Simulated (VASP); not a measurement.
Input of a VASP 6.6.1 run:

Contents of INCAR:

```
ALGO = Normal
EDIFF = 1E-6
ENCUT = 600
GGA = PS
GGA_COMPAT = F
ISIF = 2
ISMEAR = -1
IVDW = 12
LASPH = T
LCHARG = F
LREAL = F
LWAVE = F
NBANDS = 15
NELM = 120
PREC = Accurate
SIGMA = 0.05
```

Contents of KPOINTS:

```
k-points
0
Gamma
  10 10 10
```

The input POSCAR:

```
TaN
1.0
    0.0000000000      2.2546932853      2.2546932853
    2.2546932853      0.0000000000      2.2546932853
    2.2546932853      2.2546932853      0.0000000000
Ta N
1 1
Direct
    0.5000000000      0.5000000000      0.5000000000
    0.0000000000      0.0000000000      0.0000000000
```

Potentials or basis: VASP PAW PBE potentials, release 64 (Ta_pv, N).

The run is started by

```sh
$ cat potpaw_PBE.64/Ta_pv/POTCAR potpaw_PBE.64/N/POTCAR > POTCAR
$ mpirun -np 1 vasp_std > vasp.out
```

(1) Predict the dispersion energy per atom.

(2) Estimate the pressure.

Results:

(1) -0.432 eV.

(2) -32.1 GPa.

Caveat: the PAW data sets were made with another functional, which shifts forces and pressure a little; pairwise dispersion overbinds metals, which lowers pressure and volume.
